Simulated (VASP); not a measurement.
Runs of VASP 6.6.1 on Ge. The structure is that of space group I4_1/amd (No. 141), or close to it. The cells are those of the table. 

```csv
cell,gap on the mesh (eV),pressure (GPa)
"a = 3.889, b = 3.889, c = 4.491 Å, angles 54.7, 54.7, 70.5°, 2 atoms",none,-1.4
"a = 3.895, b = 3.895, c = 4.618 Å, angles 53.6, 53.6, 72.7°, 2 atoms",none,(b)
"a = 4.365, b = 4.365, c = 3.564 Å, angles 65.9, 65.9, 48.2°, 2 atoms",none,1.5
"a = 4.455, b = 4.455, c = 3.495 Å, angles 66.9, 66.9, 46.2°, 2 atoms",none,(a)
"a = 4.158, b = 4.158, c = 3.765 Å, angles 63.1, 63.1, 53.8°, 2 atoms",none,0.9
"a = 3.919, b = 3.919, c = 4.223 Å, angles 57.4, 57.4, 65.2°, 2 atoms",none,0.3
"a = 3.975, b = 3.975, c = 4.055 Å, angles 59.3, 59.3, 61.3°, 2 atoms",0.18,0.7
```

Alike in all rows: task single point; level r2SCAN; potentials or basis VASP PAW PBE potentials, release 64 (Ge_d); no spin polarisation; k mesh 12 × 12 × 12; cutoff (eV) 520; smearing gaussian 0.05 eV.

Q: Fill in the values left out.

A: (a) 1.1; (b) -2.5.

Caveats: the PAW data sets were made with another functional, which shifts forces and pressure a little.

A k mesh can miss the band edges, and the runs leave out spin-orbit coupling on Ge.

A gap of «none» marks levels without a gap at the run's occupations.
